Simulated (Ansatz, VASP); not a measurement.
One calculation of V, two programs

```
V
1.0
    -1.49825    1.49825    1.49825
     1.49825   -1.49825    1.49825
     1.49825    1.49825   -1.49825
V
1
Direct
  0.00000 0.00000 0.00000
```

Alike in both runs: functional PBE; k mesh 20 × 20 × 20; occupations gaussian, width 0.1 eV; no spin polarisation.

Ansatz relaxed the structure, and its values are those at the end. VASP's run is a single point on that final structure, the one shown.

|  | VASP | Ansatz |
| --- | --- | --- |
| version | VASP 6.6.1 | Ansatz 0.2.0 |
| potentials or method | VASP PAW PBE potentials, release 64 (V_sv), cutoff 520 eV | scalar-relativistic, plane waves, PAW |
| valence electrons in the cell | 13 | 13 |

```csv
,VASP,Ansatz,Ansatz less VASP
gap on the k mesh at the Fermi level (eV),none,none,-
pressure (GPa),0.3,0.1,-0.23
```

A gap of «none» marks a metal or a gap that the smearing closes.
